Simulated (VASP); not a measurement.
Set up this calculation in VASP 6.6.1, as the native input.

```
Task                   : single point
Functional             : PBE
Potentials or basis    : VASP PAW PBE potentials, release 64 (Cd, S)
Cutoff                 : 520 eV
k mesh                 : 1 × 1 × 16
Occupations            : gaussian, width 0.05 eV
Spin                   : collinear spin
Starting moments       : [0.5, 0.5] μB
Dipole correction      : no
Further INCAR settings : ALGO = Normal; EDIFF = 1e-06; NBANDS = 20
```

The structure of CdS lies in POSCAR:

```
CdS
1.0
   10.0000000000      0.0000000000      0.0000000000
    0.0000000000      9.3000000000      0.0000000000
    0.0000000000      0.0000000000      4.1572700487
Cd S
1 1
Direct
    0.4480341244      0.5000000000      0.0000000000
    0.5519658756      0.5000000000      0.5000000000
```

The input as run:

INCAR

```
ALGO     = Normal         # electronic algorithm
EDIFF    = 1E-6           # SCF threshold, eV
ENCUT    = 520            # plane-wave cutoff, eV
GGA      = PE             # functional
ISIF     = 2              # what is computed and relaxed
ISMEAR   = 0              # smearing method
ISPIN    = 2              # spin polarisation
LASPH    = True           # aspherical terms in the spheres
LCHARG   = False          # write CHGCAR
LORBIT   = 11             # projections on sites
LREAL    = False          # projectors in reciprocal space
LWAVE    = False          # write WAVECAR
MAGMOM   = 0.5 0.5        # initial moments
NBANDS   = 20             # bands
NELM     = 150            # most SCF steps
PREC     = Accurate       # precision mode
SIGMA    = 0.05           # smearing width, eV
```

KPOINTS

```
k-points
0
Gamma
  1 1 16
```

Potentials or basis: VASP PAW PBE potentials, release 64 (Cd, S).

Launch:

```sh
$ cat potpaw_PBE.64/Cd/POTCAR potpaw_PBE.64/S/POTCAR > POTCAR
$ mpirun -np 1 vasp_std > vasp.out
```

Results of the run:

* Largest force: 0.107 eV/Å
* Band gap on the k mesh: 2.21 eV (least direct gap 2.34 eV)
* Net moment: 0.00 μB per cell
* Valence electrons inside the program's atomic spheres: Cd 10.34; S 3.69

Run time: 2.3 min on 1 thread of Intel(R) Xeon(R) 6975P-C (Granite Rapids), on a shared host, peak memory 0.57 GiB.
